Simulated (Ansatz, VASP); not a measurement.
SrTa: VASP beside Ansatz

```
CELL_PARAMETERS angstrom
3.01220 0.00000 0.00000
0.00000 3.01220 0.00000
0.00000 0.00000 5.63513
ATOMIC_POSITIONS crystal
Sr 0.50000 0.50000 0.50000
Ta 0.00000 0.00000 0.00000
```

Alike in both runs: functional PBE; k mesh 16 × 16 × 12; occupations gaussian, width 0.1 eV; no spin polarisation.

Ansatz relaxed the structure, and its values are those at the end. VASP's run is a single point on that final structure, the one shown.

|  | VASP | Ansatz |
| --- | --- | --- |
| version | VASP 6.6.1 | Ansatz 0.2.0 |
| potentials or method | VASP PAW PBE potentials, release 64 (Sr_sv, Ta_pv), cutoff 520 eV | scalar-relativistic, plane waves, PAW |
| valence electrons in the cell | 21 | 23 |

|  | VASP | Ansatz | Ansatz less VASP |
| --- | --- | --- | --- |
| gap on the k mesh at the Fermi level (eV) | none | none | - |
| pressure (GPa) | 0.2 | 0.0 | -0.19 |

A gap of «none» marks a metal or a gap that the smearing closes. VASP's potentials hold 21 valence electrons a cell and Ansatz's 23, so a difference there can come from the potentials and not from the codes.

Spin-orbit coupling is off throughout.
